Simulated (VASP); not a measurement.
Crystal: BiAu.

```
Au Bi
1.0
     0.00000    2.96974    2.96974
     2.96974    0.00000    2.96974
     2.96974    2.96974    0.00000
Au Bi
1 1
Direct
  0.50000 0.50000 0.50000
  0.00000 0.00000 0.00000
```

Base run:

| Property | Result |
| --- | --- |
| Program | VASP 6.6.1 |
| Functional | PBEsol |
| Potentials or basis | VASP PAW PBE potentials, release 64 (Au, Bi_d) |
| Cutoff | 520 eV |
| k mesh | 10 × 10 × 10 |
| Occupations | gaussian, width 0.05 eV |
| Spin | no spin polarisation |

Its results: band gap on the k mesh zero (band 13 reaches 10.02 eV, above the bottom of band 14 at 5.09 eV); pressure -4.1 GPa.

After a change of settings the same cell gave: band gap on the k mesh zero (band 13 reaches 9.93 eV, above the bottom of band 14 at 5.03 eV); pressure -6.0 GPa. Which change was it?
A. functional from PBEsol to PBE; further incar settings from ALGO = Normal; EDIFF = 1e-06; NBANDS = 20 to ALGO = Fast; EDIFF = 1e-07; NBANDS = 20
B. functional from PBEsol to LDA; potentials or basis from VASP PAW PBE potentials, release 64 (Au, Bi_d) to VASP PAW LDA potentials, release 64 (Au, Bi_d)
C. functional from PBEsol to r2SCAN
D. functional from PBEsol to PBE; further incar settings from ALGO = Normal; EDIFF = 1e-06; NBANDS = 20 to ALGO = Fast; EDIFF = 1e-06; NBANDS = 20

B.

Caveats: spin-orbit coupling is left out, which moves the levels of the heavy elements; the PAW data sets were made with another functional, which shifts forces and pressure a little (some runs).
